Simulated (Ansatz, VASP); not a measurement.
## C in VASP and in Ansatz

```
CELL_PARAMETERS angstrom
2.44460 0.00000 0.00000
-1.22230 2.11709 0.00000
0.00000 0.00000 29.08831
ATOMIC_POSITIONS crystal
C 0.66667 0.33333 0.00144
C 0.66667 0.33333 0.50146
C 0.66667 0.33333 0.72985
C 0.66667 0.33333 0.22987
C 0.00000 0.00000 0.61569
C 0.33333 0.66667 0.22985
C 0.00000 0.00000 0.11569
C 0.66667 0.33333 0.61569
C 0.33333 0.66667 0.72987
C 0.33333 0.66667 0.11569
C 0.33333 0.66667 0.50144
C 0.33333 0.66667 0.00146
```

Alike in both runs: task single point; functional LDA; k mesh 18 × 18 × 2; occupations gaussian, width 0.15 eV; no spin polarisation.

```csv
,VASP,Ansatz
version,VASP 6.6.1,Ansatz 0.2.0
potentials or method,"VASP PAW LDA potentials, release 64 (C), cutoff 520 eV","scalar-relativistic, plane waves, PAW"
valence electrons in the cell,48,48
```

|  | VASP | Ansatz | Ansatz less VASP |
| --- | --- | --- | --- |
| gap on the k mesh at the Fermi level (eV) | 0.01 | 0.01 | 0.000 |
| least direct gap on the mesh (eV) | 0.01 | 0.01 | 0.000 |

Ansatz warns that its potentials were made for another functional, while VASP's fit it. LDA's correlation is that of Perdew and Zunger in VASP and of Perdew and Wang (1992) in Ansatz. Ansatz's warnings: xc potential rough in thin density.
